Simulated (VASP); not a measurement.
# Si5O (P6/mmm) in VASP: a series of runs, part 2 of 2

VASP 6.6.1. Earlier steps stand in the parts before.

## (3) Relaxation of cell and atoms, PBE, collinear spin, ferromagnetic start

This run uses another cell than the first one, of 25.73 Å³/atom.

INCAR reads:

```
ALGO = Normal
EDIFF = 1E-7
EDIFFG = -0.04
ENCUT = 600
GGA = PE
IBRION = 2
ISIF = 3
ISMEAR = 0
ISPIN = 2
LASPH = T
LCHARG = F
LORBIT = 11
LREAL = F
LWAVE = F
MAGMOM = 0 0 0 0 0 1
NELM = 150
NSW = 90
PREC = Accurate
SIGMA = 0.1
```

KPOINTS reads:

```
k-points
0
Gamma
  6 6 2
```

POSCAR reads:

```
Si5O
1.0
    4.7385121000      0.0000000000      0.0000000000
   -2.3692560500      4.1036718600      0.0000000000
    0.0000000000      0.0000000000      7.9386847100
Si O
5 1
Direct
    0.0000000000      0.0000000000      0.8891763100
    0.0000000000      0.0000000000      0.1108236900
    0.5000000000      0.0000000000      0.0000000000
    0.0000000000      0.5000000000      0.0000000000
    0.5000000000      0.5000000000      0.0000000000
    0.0000000000      0.0000000000      0.5000000000
```

Potentials or basis: VASP PAW PBE potentials, release 64 (Si, O).

Launch:

```
cat potpaw_PBE.64/Si/POTCAR potpaw_PBE.64/O/POTCAR > POTCAR
mpirun -np 1 vasp_std > vasp.out
```

OUTCAR:

```text
EDIFF = 1E-7
   EDIFFG = -0.04
   ENCUT = 600
   GGA = PE
   IBRION = 2
   ISIF = 3
   ISMEAR = 0
   ISPIN = 2
   LASPH = T
   LORBIT = 11
   LREAL = F
   NELM = 150
   NSW = 90
   PREC = Accurate

 ion  position               nearest neighbor table
   1  0.000  0.000  0.889-   2 1.76   3 2.53   3 2.53   5 2.53   4 2.53   4 2.53   5 2.53
   2  0.000  0.000  0.111-   1 1.76   3 2.53   3 2.53   5 2.53   4 2.53   4 2.53   5 2.53
   3  0.500  0.000  0.000-   4 2.37   5 2.37   5 2.37   4 2.37   1 2.53   1 2.53   2 2.53   2 2.53

   4  0.000  0.500  0.000-   5 2.37   5 2.37   3 2.37   3 2.37   1 2.53   2 2.53   1 2.53   2 2.53

   5  0.500  0.500  0.000-   4 2.37   4 2.37   3 2.37   3 2.37   1 2.53   2 2.53   1 2.53   2 2.53

   6  0.000  0.000  0.500-

  LATTYP: Found a hexagonal cell.
 ALAT       =     4.7385121000
 C/A-ratio  =     1.6753538964

  Lattice vectors:

 A1 = (   4.7385121000,   0.0000000000,   0.0000000000)
 A2 = (  -2.3692560500,   4.1036718600,   0.0000000000)
 A3 = (   0.0000000000,   0.0000000000,   7.9386847100)

Analysis of symmetry for initial positions (statically):
=====================================================================
 Subroutine PRICEL returns:
 Original cell was already a primitive cell.

 Routine SETGRP: Setting up the symmetry group for a
 hexagonal supercell.

 Subroutine GETGRP returns: Found 24 space group operations
 (whereof 24 operations were pure point group operations)
 out of a pool of 24 trial point group operations.

The static configuration has the point symmetry D_6h.

Analysis of symmetry for dynamics (positions and initial velocities):
=====================================================================
 Subroutine PRICEL returns:
 Original cell was already a primitive cell.

 Routine SETGRP: Setting up the symmetry group for a
 hexagonal supercell.

 Subroutine GETGRP returns: Found 24 space group operations
 (whereof 24 operations were pure point group operations)
 out of a pool of 24 trial point group operations.

The dynamic configuration has the point symmetry D_6h.

Analysis of structural, dynamic, and magnetic symmetry:
=====================================================================
 Subroutine PRICEL returns:
 Original cell was already a primitive cell.

 Routine SETGRP: Setting up the symmetry group for a
 hexagonal supercell.

 Subroutine GETGRP returns: Found 24 space group operations
 (whereof 24 operations were pure point group operations)
 out of a pool of 24 trial point group operations.

The overall configuration has the point symmetry D_6h.

 Subroutine INISYM returns: Found 24 space group operations
 (whereof 24 operations are pure point group operations),
 and found     1 'primitive' translations

----------------------------------------------------------------------------------------

                                     Primitive cell

[... 66 lines left out ...]
  0.166667  0.166667  0.500000      6.000000
  0.333333  0.166667  0.500000     12.000000
  0.333333  0.333333  0.500000      2.000000
   k-points           NKPTS =     14   k-points in BZ     NKDIM =     14   number of bands    NBANDS=     18
   number of dos      NEDOS =    301   number of ions     NIONS =      6
   total plane-waves  NPLWV = 102400
   dimension x,y,z NGX =    40 NGY =   40 NGZ =   64
   dimension x,y,z NGXF=    80 NGYF=   80 NGZF=  128
   ions per type =               5   1
   NGX,Y,Z   is equivalent  to a cutoff of  14.03, 14.03, 13.40 a.u.
   NGXF,Y,Z  is equivalent  to a cutoff of  28.07, 28.07, 26.80 a.u.
 SYSTEM =  unknown system
   PREC   = accura    normal or accurate (medium, high low for compatibility)
   ISTART =      0    job   : 0-new  1-cont  2-samecut
   ICHARG =      2    charge: 1-file 2-atom 10-const
   ISPIN  =      2    spin polarized calculation?
   LNONCOLLINEAR =      F non collinear calculations
   LSORBIT =      F    spin-orbit coupling
   LASPH  =      T    aspherical Exc in radial PAW
   ENCUT  =  600.0 eV  44.10 Ry    6.64 a.u.   9.46  9.46 15.86*2*pi/ulx,y,z
   NELM   =    150;   NELMIN=  2; NELMDL= -5     # of ELM steps
   EDIFF  = 0.1E-06   stopping-criterion for ELM
   LREAL  =      F    real-space projection
   EDIFFG = -.4E-01   stopping-criterion for IOM
   NSW    =     90    number of steps for IOM
   IBRION =      2    ionic relax: 0-MD 1-quasi-New 2-CG
   NFREE  =      1    steps in history (QN), initial steepest desc. (CG)
   ISIF   =      3    stress and relaxation
   ISYM   =      2    0-nonsym 1-usesym 2-fastsym
   POTIM  = 0.5000    time-step for ionic-motion
   TEBEG  =    0.0;   TEEND  =   0.0 temperature during run
   PSTRESS=    0.0 pullay stress
   NELECT =      26.0000    total number of electrons
   NUPDOWN=      -1.0000    fix difference up-down
   EMIN   =  10.00;   EMAX   =-10.00  energy-range for DOS
   EFERMI =   0.00;   METHOD = LEGACY
   ISMEAR =     0;   SIGMA  =   0.10  broadening in eV -4-tet -1-fermi 0-gaus
   EFERMI_NEDOS =   21; number of points for ismear=-14 and -15
   IALGO  =     38    algorithm
   IMIX   =      4    mixing-type and parameters
     AMIX     =   0.40;   BMIX     =  1.00
     AMIX_MAG =   1.60;   BMIX_MAG =  1.00
  volume/ion in A,a.u.               =      25.73       173.62
  Fermi-wavevector in a.u.,A,eV,Ry     =   0.904090  1.708482 11.121107  0.817378
  Thomas-Fermi vector in A             =   2.027494
   LORBIT       =     11    0 simple, 1 ext, 2 COOP (PROOUT), +10 PAW based schemes
   GGA     = PE    functional components
   LHFCALC =     F    Hartree Fock is set to
   AEXX    =    0.0000 exact exchange contribution
   IVDW    =     0    specifies the selected vdW correction
   LEPSILON=     F    determine dielectric tensor
   LRPA    =     F    only Hartree local field effects (RPA)
 conjugate gradient relaxation of ions
 spin polarized calculation
 Gauss-broadening in eV      SIGMA  =   0.10
  energy-cutoff  :      600.00
  volume of cell :      154.37
 maximum number of plane-waves:      5191
 NGX is ok and might be reduce to    40
   NGX = 19   NGY = 19   NGZ = 31

--------------------------------------- Ionic step        1  -------------------------------------------

 number of electron      26.0000000 magnetization       1.2185902

 Free energy of the ion-electron system (eV)
  ---------------------------------------------------
  ext. energy  EPLUGINS =         0.00000000
  ---------------------------------------------------
  free energy    TOTEN  =       -20.82632248 eV

  energy without entropy =      -20.78282886  energy(sigma->0) =      -20.80457567

------------------------ aborting loop because EDIFF is reached ----------------------------------------

  FORCE on cell =-STRESS in cart. coord.  units (eV):
  Direction    XX          YY          ZZ          XY          YZ          ZX
  --------------------------------------------------------------------------------------
  -------------------------------------------------------------------------------------
  Total        7.3377146      7.3377146     27.5470657      0.0000000      0.0000000      0.0000000
  in kB       76.1567186     76.1567188    285.9056597      0.0000000      0.0000000      0.0000000
  external PRESSURE =     146.0730324 kB  Pullay stress =       0.0000000 kB
[... 1896 lines left out ...]
      5      -1.6534      1.00000
      6       0.4881      1.00000
[... 10 lines left out ...]
     17      12.4619      0.00000
     18      13.1709      0.00000

[... ionic steps 4 to 39 ...]

--------------------------------------- Ionic step       40  -------------------------------------------

 number of electron      25.9999997 magnetization       0.0000002

 number of electron      25.9999997 magnetization      -0.0000002
[... 81 lines left out ...]
 number of electron      25.9999998 magnetization       0.0000000

 number of electron      25.9999998 magnetization      -0.0000008

 Free energy of the ion-electron system (eV)
  ---------------------------------------------------
  ext. energy  EPLUGINS =         0.00000000
  ---------------------------------------------------
  free energy    TOTEN  =       -31.92007950 eV

  energy without entropy =      -31.89576659  energy(sigma->0) =      -31.90792304

 E-fermi :   5.1269     XC(G=0):  -8.6596

 val. band max:        5.0803783595   @ k =   0.3333   0.1667   0.5000
 cond. band min:       5.1310283744   @ k =   0.0000   0.0000   0.0000
 fundamental gap:      0.0506500149
 Fermi energy:         5.1268938825
[... 624 lines left out ...]
  FREE ENERGIE OF THE ION-ELECTRON SYSTEM (eV)
  ---------------------------------------------------
  free  energy   TOTEN  =       -31.9200794952 eV

  energy  without entropy=      -31.8957665863  energy(sigma->0) =      -31.90792304

 reached required accuracy - stopping structural energy minimisation

 total charge

# of ion       s       p       d       tot
------------------------------------------
    1        0.766   0.790   0.000   1.555
    2        0.766   0.790   0.000   1.555
    3        0.821   0.770   0.000   1.592
    4        0.821   0.770   0.000   1.592
    5        0.821   0.770   0.000   1.592
    6        1.547   3.629   0.000   5.176
--------------------------------------------------
tot          5.542   7.519   0.000  13.061

 magnetization (x)

# of ion       s       p       d       tot
------------------------------------------
    1       -0.000  -0.000   0.000  -0.000
    2       -0.000  -0.000   0.000  -0.000
    3       -0.000   0.000   0.000   0.000
    4       -0.000   0.000   0.000   0.000
    5       -0.000   0.000   0.000   0.000
    6       -0.000  -0.000   0.000  -0.000
--------------------------------------------------
tot         -0.000  -0.000   0.000  -0.000
```

OSZICAR:

```text
N       E                     dE             d eps       ncg     rms          rms(c)
DAV:   1     0.119155340778E+03    0.11916E+03   -0.10812E+04  1008   0.127E+03
DAV:   2    -0.134416122787E+02   -0.13260E+03   -0.13011E+03  1402   0.211E+02
[... 626 lines left out ...]
DAV:   1    -0.319202071683E+02   -0.45612E-03   -0.60864E-03  1100   0.521E-01    0.541E-02
DAV:   2    -0.319200963331E+02    0.11084E-03   -0.41973E-04  1296   0.156E-01    0.293E-02
DAV:   3    -0.319200853452E+02    0.10988E-04   -0.73908E-05  1154   0.515E-02    0.178E-02
DAV:   4    -0.319200809685E+02    0.43767E-05   -0.25159E-05  1156   0.335E-02    0.796E-03
DAV:   5    -0.319200795003E+02    0.14682E-05   -0.39540E-06  1336   0.170E-02    0.283E-03
DAV:   6    -0.319200795088E+02   -0.85874E-08   -0.21709E-06  1098   0.933E-03    0.130E-03
DAV:   7    -0.319200794952E+02    0.13612E-07   -0.10792E-07   682   0.279E-03
  42 F= -.31920079E+02 E0= -.31907923E+02  d E =-.328449E-03  mag=     0.0000
```

Run time: 38 min. Hardware: 1 thread of Intel Xeon 6975P-C (Granite Rapids), shared host; peak memory 0.41 GiB.

Results:

```
Free energy                                           : -31.9201 eV
Relaxed volume                                        : 19.98 Å³/atom
Relaxed cell                                          : a = 4.881 Å, b = 4.881 Å, c = 5.811 Å, α = 90.00°, β = 90.00°, γ = 120.00°
Space group after relaxing (to 0.1 Å)                 : P6/mmm (No. 191)
Pressure after relaxing                               : 0.1 GPa
Largest force after relaxing                          : 0.033 eV/Å
Band gap on the k mesh                                : zero (filled and empty bands overlap)
Net moment                                            : 0.00 μB per cell
Valence electrons inside the program's atomic spheres : Si 1.55, 1.59 (each value once); O 5.18
```

Forces on the atoms (eV/Å):
```
Si   0.000  0.000 -0.033
Si   0.000  0.000  0.033
Si   0.000  0.000  0.000
Si   0.000  0.000  0.000
Si   0.000  0.000  0.000
O    0.000  0.000  0.000
```

Stress tensor (GPa, compression positive):
```
0.05 0.00 0.00
0.00 0.05 0.00
0.00 0.00 0.23
```

Final structure:
```
Si O
1.0
     4.88121    0.00000    0.00000
    -2.44061    4.22725    0.00000
     0.00000    0.00000    5.81095
Si O
5 1
Cartesian
  0.0000 0.0000 4.5519
  4.8812 0.0000 1.2590
  2.4406 0.0000 0.0000
  -1.2203 2.1136 0.0000
  1.2203 2.1136 0.0000
  0.0000 0.0000 2.9055
```

Levels at points of the mesh, in eV from the Fermi level:
Spin up:
| k point | band 10 | band 11 | band 12 | band 13 | band 14 | band 15 | band 16 | band 17 |
| --- | --- | --- | --- | --- | --- | --- | --- | --- |
| (0.00, 0.00, 0.00) | -4.62 | -4.49 | -4.49 | 0.00 | 0.00 | 0.20 | 1.78 | 1.78 |
| (0.50, 0.00, 0.00) | -3.51 | -1.12 | -0.05 | 0.16 | 0.27 | 0.66 | 1.33 | 1.54 |
| (0.00, 0.00, 0.50) | -5.21 | -4.60 | -4.60 | 1.13 | 1.17 | 1.17 | 1.53 | 1.53 |
| (0.50, 0.00, 0.50) | -2.87 | -0.44 | -0.24 | 0.10 | 0.18 | 0.36 | 1.18 | 3.45 |
Spin down:
```tsv
k point	band 10	band 11	band 12	band 13	band 14	band 15	band 16	band 17
(0.00, 0.00, 0.00)	-4.62	-4.49	-4.49	0.00	0.00	0.20	1.78	1.78
(0.50, 0.00, 0.00)	-3.51	-1.12	-0.05	0.16	0.27	0.66	1.33	1.54
(0.00, 0.00, 0.50)	-5.21	-4.60	-4.60	1.13	1.17	1.17	1.53	1.53
(0.50, 0.00, 0.50)	-2.87	-0.44	-0.24	0.10	0.18	0.36	1.18	3.45
```

Caveat: the k points lie up to 0.54 Å⁻¹ apart in the final cell, too coarse for converged energies and pressures of a metal; the volume moved by over 15 % at a fixed basis, so the end points are rough.

The gap in the log of VASP goes by the Fermi energy; the results here count the filled bands.